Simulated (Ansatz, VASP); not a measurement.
MgTe5: VASP beside Ansatz

```xyz
6
Lattice="7.1469 0.0000 0.0000 -3.5734 6.1894 0.0000 0.0000 0.0000 4.1455" Properties=species:S:1:pos:R:3 pbc="T T T"
Mg    0.0000    0.0000    0.0000
Te    2.2067    0.0000    2.0727
Te    2.4701    4.2783    2.0727
Te   -1.1033    1.9110    2.0727
Te    0.0000    4.1263    0.0000
Te    3.5734    2.0631    0.0000
```

Change from the starting cell: species swapped into the Mg5Pd type (P-62m, No. 189).

Alike in both runs: functional PBE; k mesh 3 × 3 × 4; occupations gaussian, width 0.1 eV; no spin polarisation.

Ansatz relaxed the structure, and its values are those at the end. VASP's run is a single point on that final structure, the one shown.

```csv
,VASP,Ansatz
version,VASP 6.6.1,Ansatz 0.2.0
potentials or method,"VASP PAW PBE potentials, release 64 (Mg, Te), cutoff 520 eV","scalar-relativistic, plane waves, PAW"
valence electrons in the cell,32,90
```

```csv
,VASP,Ansatz,Ansatz less VASP
gap on the k mesh at the Fermi level (eV),none,none,-
pressure (GPa),-0.1,0.0,+0.06
rms of the force components (eV/Å),0.015,0.015,+0.0004
```

A gap of «none» marks a metal or a gap that the smearing closes. VASP's potentials hold 32 valence electrons a cell and Ansatz's 90, so a difference there can come from the potentials and not from the codes.

The k mesh is coarse, so the values compare programs but aren't converged. Neither program's run includes spin-orbit coupling.
